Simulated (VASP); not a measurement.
Set up this calculation in VASP 6.6.1, as the native input.

```
Task                   : single point
Functional             : LDA
Potentials or basis    : VASP PAW LDA potentials, release 64 (C)
Cutoff                 : 520 eV
k mesh                 : 10 × 10 × 1
Occupations            : fermi-dirac, width 0.02 eV
Spin                   : no spin polarisation
Dipole correction      : yes
Further INCAR settings : ALGO = Normal; EDIFF = 1e-06; NBANDS = 21
```

The structure of C lies in POSCAR:

```
C
1.0
    2.4973237396      0.0000000000      0.0000000000
    0.0000000000      2.4973237396      0.0000000000
    0.0000000000      0.0000000000     20.4147000000
C
6
Direct
    0.7500000000      0.0000000000      0.3957557679
    0.2500000000      0.0000000000      0.4335309330
    0.2500000000      0.5000000000      0.4790649579
    0.7500000000      0.5000000000      0.5209350419
    0.7500000000      0.0000000000      0.5664690646
    0.2500000000      0.0000000000      0.6042442347
```

The input as run:

INCAR

```
  ALGO = Normal
  DIPOL = 0.5 0.5 0.500
  EDIFF = 1E-6
  ENCUT = 520
  IDIPOL = 3
  ISIF = 2
  ISMEAR = -1
  LASPH = True
  LCHARG = True
  LDIPOL = True
  LELF = True
  LREAL = False
  LVACPOTAV = True
  LVHAR = True
  LWAVE = False
  NBANDS = 21
  NELM = 80
  PREC = Accurate
  SIGMA = 0.02
```

KPOINTS

```
k-points
0
Gamma
  10 10 1
```

Potentials or basis: VASP PAW LDA potentials, release 64 (C).

Run with:

```sh
$ cat potpaw_LDA.64/C/POTCAR > POTCAR
$ mpirun -np 1 vasp_std > vasp.out
```

It gave:

```
Largest force          : 0.075 eV/Å
Band gap on the k mesh : zero (bands 12 and 13 overlap by 0.62 eV)
```

Wall time 3.3 min on 1 thread of Intel Xeon 8259CL, with other jobs on the host, peak memory 0.22 GiB.
